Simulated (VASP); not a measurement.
Sc:

```
CELL_PARAMETERS angstrom
3.30900 0.00000 0.00000
-1.65450 2.86568 0.00000
0.00000 0.00000 5.27330
ATOMIC_POSITIONS crystal
Sc 0.33333 0.66667 0.25000
Sc 0.66667 0.33333 0.75000
```

* Program: VASP 6.6.1
* Task: relaxation of volume and atoms at fixed shape
* Functional: LDA
* Potentials or basis: VASP PAW LDA potentials, release 64 (Sc_sv)
* Cutoff: 600 eV
* k mesh: 8 × 8 × 4
* Occupations: methfessel-paxton, width 0.1 eV
* Spin: no spin polarisation

At the start: pressure -5.3 GPa; volume 25.00 Å³/atom.

Question: How do energy, volume and symmetry change on relaxing?

Answer: Over 3 steps the energy falls by 42.6 meV/atom and the volume is 22.61 Å³/atom (-9.6 %); space group P6_3/mmc (No. 194, to 0.05 Å).

Step by step:
```csv
step,energy change (eV),largest force (eV/Å),pressure (GPa),volume (Å³)
1,0.0000,0.0000,-5.33,50.00
2,-0.0808,0.0000,1.44,44.23
3,-0.0853,0.0000,0.02,45.21
```

Final structure:
```cif
data_structure
_symmetry_space_group_name_H-M 'P 1'
_symmetry_Int_Tables_number 1
_cell_length_a 3.1997
_cell_length_b 3.1997
_cell_length_c 5.0991
_cell_angle_alpha 90.000
_cell_angle_beta 90.000
_cell_angle_gamma 120.000
_cell_volume 45.21
loop_
_atom_site_label
_atom_site_type_symbol
_atom_site_fract_x
_atom_site_fract_y
_atom_site_fract_z
_atom_site_occupancy
Sc1 Sc 0.33333 0.66667 0.25000 1
Sc2 Sc 0.66667 0.33333 0.75000 1
```
